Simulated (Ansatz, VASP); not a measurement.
**Si8O in VASP and in Ansatz**

```xyz
9
Lattice="3.8155 0.0000 0.0000 0.0000 6.3129 0.0000 0.0000 0.0000 21.3319" Properties=species:S:1:pos:R:3 pbc="T T T"
Si    0.0000    5.9146    4.0000
Si    0.0000    3.5548    4.0000
Si    1.9078    2.7581    5.1014
Si    1.9078    0.3983    5.1014
Si    1.9078    5.8917    7.3178
Si    1.9078    3.5778    7.3178
Si    0.0000    2.6933    8.2319
Si    0.0000    0.4632    8.2319
O     1.9078    4.7976   10.7319
```

Alike in both runs: task single point; functional PBE; dispersion D3(BJ); k mesh 7 × 4 × 1; occupations gaussian, width 0.05 eV; collinear spin.

|  | VASP | Ansatz |
| --- | --- | --- |
| version | VASP 6.6.1 | Ansatz 0.2.0 |
| potentials or method | VASP PAW PBE potentials, release 64 (Si, O), cutoff 520 eV | scalar-relativistic, plane waves, PAW |
| valence electrons in the cell | 38 | 38 |

```csv
,VASP,Ansatz,Ansatz less VASP
gap on the k mesh at the Fermi level (eV),none,none,-
rms of the force components (eV/Å),0.343,0.339,-0.0045
net moment per atom (μB),0.17,0.22,+0.051
size of the moment on the site where the two differ most (μB),1.31,1.71,+0.396
```

Site moments also hang on the region over which each program counts them. Atom by atom the forces differ by 0.033 eV/Å (rms over components). A gap of «none» marks a metal or a gap that the smearing closes.
